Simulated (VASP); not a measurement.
# Pt in VASP: single point with PBE

Aim: the single point of Pt with PBE.

Everything below comes from runs of VASP 6.6.1. Logs are shortened: lines on timing, memory, paths and dates and some standing lists are left out, and cuts for length are marked.

### Step 1. The cell of the first run

The cell holds a slab with vacuum, 16 atoms: a = 5.615 Å, b = 5.615 Å, c = 21.955 Å, α = 90.00°, β = 90.00°, γ = 90.00°.

### Step 2. Single point, PBE

INCAR

```
  PREC = Accurate
  ENCUT = 520
  EDIFF = 1E-6
  ISMEAR = 0
  SIGMA = 0.1
  LREAL = Auto
  LASPH = T
  NELM = 100
  ALGO = Normal
  ISIF = 2
  LWAVE = F
  LCHARG = F
  LDIPOL = T
  IDIPOL = 3
  DIPOL = 0.5 0.5 0.498
  GGA = PE
  NBANDS = 94
```

KPOINTS

```
Automatic mesh
0
Gamma
  4 4 1
```

POSCAR

```
Pt
1.0
    5.6145835603      0.0000000000      0.0000000000
    0.0000000000      5.6145835603      0.0000000000
    0.0000000000      0.0000000000     21.9551651636
Pt
16
Direct
    0.2500000000      0.2500000000      0.3643789487
    0.2500000000      0.7500000000      0.3643789487
    0.7500000000      0.2500000000      0.3643789487
    0.7500000000      0.7500000000      0.3643789487
    0.5000000000      0.5000000000      0.4547929829
    0.5000000000      0.0000000000      0.4547929829
    0.0000000000      0.5000000000      0.4547929829
    0.0000000000      0.0000000000      0.4547929829
    0.7500000000      0.7500000000      0.5432777032
    0.7500000000      0.2500000000      0.5432777032
    0.2500000000      0.7500000000      0.5432777032
    0.2500000000      0.2500000000      0.5432777032
    0.0000000000      0.0000000000      0.6303115210
    0.0000000000      0.5000000000      0.6303115210
    0.5000000000      0.0000000000      0.6303115210
    0.5000000000      0.5000000000      0.6303115210
```

Potentials or basis: VASP PAW PBE potentials, release 64 (Pt).

Launch:

```bash
> cat potpaw_PBE.64/Pt/POTCAR > POTCAR
> mpirun -np 1 vasp_std > vasp.out
```

OUTCAR:

```text
PREC = Accurate
   ENCUT = 520
   EDIFF = 1E-6
   ISMEAR = 0
   LREAL = Auto
   LASPH = T
   NELM = 100
   ISIF = 2
   GGA = PE

 ion  position               nearest neighbor table
   1  0.250  0.250  0.364-   5 2.81   6 2.81   7 2.81   8 2.81   2 2.81   3 2.81   2 2.81   3 2.81

   2  0.250  0.750  0.364-   5 2.81   6 2.81   7 2.81   8 2.81   1 2.81   4 2.81   1 2.81   4 2.81

   3  0.750  0.250  0.364-   5 2.81   6 2.81   7 2.81   8 2.81   1 2.81   4 2.81   4 2.81   1 2.81
[... 23 lines left out ...]
  15  0.500  0.000  0.630-   9 2.76  10 2.76  11 2.76  12 2.76  13 2.81  16 2.81  16 2.81  13 2.81

  16  0.500  0.500  0.630-   9 2.76  10 2.76  11 2.76  12 2.76  14 2.81  15 2.81  15 2.81  14 2.81

  LATTYP: Found a simple tetragonal cell.
 ALAT       =     5.6145835603
 C/A-ratio  =     3.9103817635

  Lattice vectors:

 A1 = (   5.6145835603,   0.0000000000,   0.0000000000)
 A2 = (   0.0000000000,   5.6145835603,   0.0000000000)
 A3 = (   0.0000000000,   0.0000000000,  21.9551651636)

Analysis of symmetry for initial positions (statically):
=====================================================================
 Subroutine PRICEL returns following result:

  LATTYP: Found a simple tetragonal cell.
 ALAT       =     2.8072917801
 C/A-ratio  =     7.8207635269

  Lattice vectors:

 A1 = (   2.8072917801,   0.0000000000,   0.0000000000)
 A2 = (   0.0000000000,   2.8072917801,   0.0000000000)
 A3 = (   0.0000000000,   0.0000000000,  21.9551651636)

   4 primitive cells build up your supercell.

 Routine SETGRP: Setting up the symmetry group for a
 simple tetragonal supercell.

 Subroutine GETGRP returns: Found  8 space group operations
 (whereof  8 operations were pure point group operations)
 out of a pool of 16 trial point group operations.

The static configuration has the point symmetry C_4v.

Analysis of symmetry for dynamics (positions and initial velocities):
=====================================================================
 Subroutine PRICEL returns following result:

  LATTYP: Found a simple tetragonal cell.
 ALAT       =     2.8072917801
 C/A-ratio  =     7.8207635269

  Lattice vectors:

 A1 = (   2.8072917801,   0.0000000000,   0.0000000000)
 A2 = (   0.0000000000,   2.8072917801,   0.0000000000)
 A3 = (   0.0000000000,   0.0000000000,  21.9551651636)

   4 primitive cells build up your supercell.

 Routine SETGRP: Setting up the symmetry group for a
 simple tetragonal supercell.

 Subroutine GETGRP returns: Found  8 space group operations
 (whereof  8 operations were pure point group operations)
 out of a pool of 16 trial point group operations.

The dynamic configuration has the point symmetry C_4v.

 Subroutine INISYM returns: Found  8 space group operations
 (whereof  8 operations are pure point group operations),
 and found     4 'primitive' translations

----------------------------------------------------------------------------------------

                                     Primitive cell

  volume of cell :     173.0262

  direct lattice vectors                    reciprocal lattice vectors
     2.807291780  0.000000000  0.000000000     0.356215199  0.000000000  0.000000000
     0.000000000  2.807291780  0.000000000     0.000000000  0.356215199  0.000000000
     0.000000000  0.000000000 21.955165164     0.000000000  0.000000000  0.045547369

  length of vectors
     2.807291780  2.807291780 21.955165164     0.356215199  0.356215199  0.045547369

  position of ions in fractional coordinates (direct lattice)
     0.500000000  0.500000000  0.364378949
     0.000000000  0.000000000  0.454792983
     0.500000000  0.500000000  0.543277703
     0.000000000  0.000000000  0.630311521

  ion indices of the primitive-cell ions
   primitive index   ion index
                 1           1
                 2           5
                 3          12
                 4          13

----------------------------------------------------------------------------------------

 KPOINTS: Automatic mesh

Automatic generation of k-mesh.
 Grid dimensions read from file:
 generate k-points for:    4    4    1

 Generating k-lattice:

  Cartesian coordinates                     Fractional coordinates (reciprocal lattice)
     0.044526900  0.000000000  0.000000000     0.250000000  0.000000000  0.000000000
     0.000000000  0.044526900  0.000000000     0.000000000  0.250000000  0.000000000
     0.000000000  0.000000000  0.045547369     0.000000000  0.000000000  1.000000000

  Length of vectors
     0.044526900  0.044526900  0.045547369

  Shift w.r.t. Gamma in fractional coordinates (k-lattice)
     0.000000000  0.000000000  0.000000000

 Subroutine IBZKPT returns following result:
 ===========================================

 Found      6 irreducible k-points:

 Following reciprocal coordinates:
            Coordinates               Weight
  0.000000  0.000000  0.000000      1.000000
  0.250000  0.000000  0.000000      4.000000
  0.500000  0.000000  0.000000      2.000000
  0.250000  0.250000  0.000000      4.000000
  0.500000  0.250000  0.000000      4.000000
  0.500000  0.500000  0.000000      1.000000
   k-points           NKPTS =      6   k-points in BZ     NKDIM =      6   number of bands    NBANDS=     94
   number of dos      NEDOS =    301   number of ions     NIONS =     16
   total plane-waves  NPLWV = 296352
   dimension x,y,z NGX =    42 NGY =   42 NGZ =  168
   dimension x,y,z NGXF=    84 NGYF=   84 NGZF=  336
   ions per type =              16
   NGX,Y,Z   is equivalent  to a cutoff of  12.44, 12.44, 12.72 a.u.
   NGXF,Y,Z  is equivalent  to a cutoff of  24.87, 24.87, 25.44 a.u.
 SYSTEM =  unknown system
   PREC   = accura    normal or accurate (medium, high low for compatibility)
   ISTART =      0    job   : 0-new  1-cont  2-samecut
   ICHARG =      2    charge: 1-file 2-atom 10-const
   ISPIN  =      1    spin polarized calculation?
   LNONCOLLINEAR =      F non collinear calculations
   LSORBIT =      F    spin-orbit coupling
   LASPH  =      T    aspherical Exc in radial PAW
   ENCUT  =  520.0 eV  38.22 Ry    6.18 a.u.  10.44 10.44 40.82*2*pi/ulx,y,z
   NELM   =    100;   NELMIN=  2; NELMDL= -5     # of ELM steps
   EDIFF  = 0.1E-05   stopping-criterion for ELM
   LREAL  =      T    real-space projection
   EDIFFG = 0.1E-04   stopping-criterion for IOM
   NSW    =      0    number of steps for IOM
   IBRION =     -1    ionic relax: 0-MD 1-quasi-New 2-CG
   NFREE  =      0    steps in history (QN), initial steepest desc. (CG)
   ISIF   =      2    stress and relaxation
   ISYM   =      2    0-nonsym 1-usesym 2-fastsym
   POTIM  = 0.5000    time-step for ionic-motion
   TEBEG  =    0.0;   TEEND  =   0.0 temperature during run
   PSTRESS=    0.0 pullay stress
   NELECT =     160.0000    total number of electrons
   NUPDOWN=      -1.0000    fix difference up-down
   EMIN   =  10.00;   EMAX   =-10.00  energy-range for DOS
   EFERMI =   0.00;   METHOD = LEGACY
   ISMEAR =     0;   SIGMA  =   0.10  broadening in eV -4-tet -1-fermi 0-gaus
   EFERMI_NEDOS =   21; number of points for ismear=-14 and -15
   IALGO  =     38    algorithm
   IMIX   =      4    mixing-type and parameters
     AMIX     =   0.40;   BMIX     =  1.00
     AMIX_MAG =   1.60;   BMIX_MAG =  1.00
  volume/ion in A,a.u.               =      43.26       291.91
  Fermi-wavevector in a.u.,A,eV,Ry     =   1.004749  1.898700 13.735359  1.009520
  Thomas-Fermi vector in A             =   2.137385
   LORBIT       =      0    0 simple, 1 ext, 2 COOP (PROOUT), +10 PAW based schemes
   GGA     = PE    functional components
   LHFCALC =     F    Hartree Fock is set to
   AEXX    =    0.0000 exact exchange contribution
   IVDW    =     0    specifies the selected vdW correction
   LEPSILON=     F    determine dielectric tensor
   LRPA    =     F    only Hartree local field effects (RPA)
 non-spin polarized calculation
 Gauss-broadening in eV      SIGMA  =   0.10
  energy-cutoff  :      520.00
  volume of cell :      692.10
 maximum number of plane-waves:     18677
 NGX is ok and might be reduce to    42
   NGX = 21   NGY = 21   NGZ = 81

 dipolmoment           0.000000      0.000000      0.197641 electrons x Angstroem

 number of electron     160.0000016 magnetization

 dipolmoment           0.000000      0.000000     -0.002705 electrons x Angstroem

 Free energy of the ion-electron system (eV)
  ---------------------------------------------------
  ext. energy  EPLUGINS =         0.00000000
  ---------------------------------------------------
  free energy    TOTEN  =       -90.30603345 eV

  energy without entropy =      -90.18280727  energy(sigma->0) =      -90.24442036

 E-fermi :   0.2470     XC(G=0):  -5.6287

 val. band max:        0.2210133072   @ k =   0.0000   0.0000   0.0000
 cond. band min:       0.2858675510   @ k =   0.2500   0.2500   0.0000
 fundamental gap:      0.0648542439
 Fermi energy:         0.2469837936

 k-point     1 :       0.0000    0.0000    0.0000
  band No.  band energies     occupation
      1      -9.0056      2.00000
      2      -7.1941      2.00000
      3      -6.4147      2.00000
      4      -6.4147      2.00000
      5      -6.3627      2.00000
      6      -6.3627      2.00000
[... 559 lines left out ...]
     91       2.1596      0.00000
     92       2.1596      0.00000
 [bands above 92 left out]

------------------------ aborting loop because EDIFF is reached ----------------------------------------

 vacuum level on the upper side and lower side of the slab       (xc-potential included)        -0.177        -0.162

  FORCE on cell =-STRESS in cart. coord.  units (eV):
  Direction    XX          YY          ZZ          XY          YZ          ZX
  --------------------------------------------------------------------------------------
  -------------------------------------------------------------------------------------
  Total      -10.8539715    -10.8539715     -4.5561977      0.0000000      0.0000000      0.0000000
  in kB      -25.1262371    -25.1262371    -10.5473009      0.0000000      0.0000000      0.0000000
  external PRESSURE =     -20.2665917 kB  Pullay stress =       0.0000000 kB

 VOLUME and BASIS-vectors are now :
 -----------------------------------------------------------------------------
  energy-cutoff  :      520.00
  volume of cell :      692.10
      direct lattice vectors                 reciprocal lattice vectors
     5.614583560  0.000000000  0.000000000     0.178107599  0.000000000  0.000000000
     0.000000000  5.614583560  0.000000000     0.000000000  0.178107599  0.000000000
     0.000000000  0.000000000 21.955165164     0.000000000  0.000000000  0.045547369

 POSITION                                       TOTAL-FORCE (eV/Angst)
 -----------------------------------------------------------------------------------
      1.40365      1.40365      8.00000         0.000000      0.000000      0.487780
      1.40365      4.21094      8.00000        -0.000000      0.000000      0.487780
      4.21094      1.40365      8.00000         0.000000      0.000000      0.487780
      4.21094      4.21094      8.00000        -0.000000      0.000000      0.487780
      2.80729      2.80729      9.98506         0.000000     -0.000000     -0.463990
      2.80729      0.00000      9.98506         0.000000     -0.000000     -0.463990
[... 8 lines left out ...]
      2.80729      0.00000     13.83859         0.000000     -0.000000     -0.028842
      2.80729      2.80729     13.83859        -0.000000     -0.000000     -0.028842
 -----------------------------------------------------------------------------------
    total drift:                                0.000000      0.000000     -0.006198

  FREE ENERGIE OF THE ION-ELECTRON SYSTEM (eV)
  ---------------------------------------------------
  free  energy   TOTEN  =       -90.3060334481 eV

  energy  without entropy=      -90.1828072682  energy(sigma->0) =      -90.24442036

 vacuum level on the upper side and lower side of the slab         5.652         5.675
```

It took 19 min on 1 thread of Intel Xeon Platinum 8259CL at 2.50GHz (Skylake/Cascade Lake), shared host; peak memory 0.72 GiB.

What came out:

- Free energy: -90.3060 eV
- Largest force: 0.488 eV/Å
- Band gap on the k mesh: zero (band 80 reaches 0.62 eV, above the bottom of band 81 at 0.02 eV)

Forces on the atoms (eV/Å):
```
Pt   0.000  0.000  0.488
Pt   0.000  0.000  0.488
Pt   0.000  0.000  0.488
Pt   0.000  0.000  0.488
Pt   0.000  0.000 -0.464
Pt   0.000  0.000 -0.464
Pt   0.000  0.000 -0.464
Pt   0.000  0.000 -0.464
Pt   0.000  0.000  0.005
Pt   0.000  0.000  0.005
Pt   0.000  0.000  0.005
Pt   0.000  0.000  0.005
Pt   0.000  0.000 -0.029
Pt   0.000  0.000 -0.029
Pt   0.000  0.000 -0.029
Pt   0.000  0.000 -0.029
```

Levels at points of the mesh, in eV from the Fermi level:
```
           k point  band 78  band 79  band 80  band 81  band 82  band 83
(0.00, 0.00, 0.00)     0.23     0.23     0.37     0.37     0.45     0.87
(0.50, 0.00, 0.00)     0.07     0.11     0.11     0.12     0.12     0.12
(0.50, 0.50, 0.00)    -0.75    -0.75    -0.75     0.14     0.14     0.14
```

Caveat: spin-orbit coupling is left out, which moves the levels of the heavy elements.
